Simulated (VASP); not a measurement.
## Al4B3Sb: single point with PBE

The system is Al4B3Sb.

```xyz
8
Lattice="3.5110 0.0000 0.0000 -1.7555 3.0406 0.0000 0.0000 0.0000 10.4867" Properties=species:S:1:pos:R:3 pbc="T T T"
Al    0.0000    2.0270    8.2854
Al    0.0000    2.0270    4.1281
Al    1.7555    1.0135    2.2013
Al    1.7555    1.0135    6.3586
B     0.0000    0.0000    5.2434
B     0.0000    0.0000    3.4113
B     0.0000    0.0000    7.0755
Sb    0.0000    0.0000    0.0000
```

```yaml
Program: VASP 6.6.1
Task: single point
Functional: PBE
Potentials_or_basis: VASP PAW PBE potentials, release 64 (Al, B, Sb)
Cutoff: 520 eV
k_mesh: 12 × 12 × 4
Occupations: gaussian, width 0.1 eV
Spin: no spin polarisation
```

The pressure is 0.0 GPa and the largest force is 0.011 eV/Å. The band gap on the k mesh is zero (bands 13 and 14 overlap by 4.29 eV).

Forces on the atoms (eV/Å):
```
Al   0.000  0.000 -0.011
Al   0.000  0.000 -0.004
Al   0.000  0.000  0.011
Al   0.000  0.000  0.004
B    0.000  0.000  0.000
B    0.000  0.000 -0.001
B    0.000  0.000  0.001
Sb   0.000  0.000  0.000
```

Levels at points of the mesh, in eV from the Fermi level:
| k point | band 11 | band 12 | band 13 | band 14 | band 15 | band 16 |
| --- | --- | --- | --- | --- | --- | --- |
| (0.00, 0.00, 0.00) | -0.51 | 1.97 | 2.20 | 2.20 | 2.96 | 2.96 |
| (0.50, 0.00, 0.00) | -2.34 | -1.52 | -0.66 | -0.14 | -0.11 | 1.33 |
| (0.00, 0.00, 0.50) | 1.03 | 1.81 | 2.53 | 2.53 | 2.78 | 2.78 |
| (0.50, 0.00, 0.50) | -2.38 | -1.62 | -0.29 | -0.16 | 0.47 | 0.58 |

It took 75 s on 1 thread of Intel(R) Xeon(R) 6975P-C (Granite Rapids), on a shared host, peak memory 0.34 GiB.

Caveat: spin-orbit coupling is left out, which moves the levels of the heavy elements.
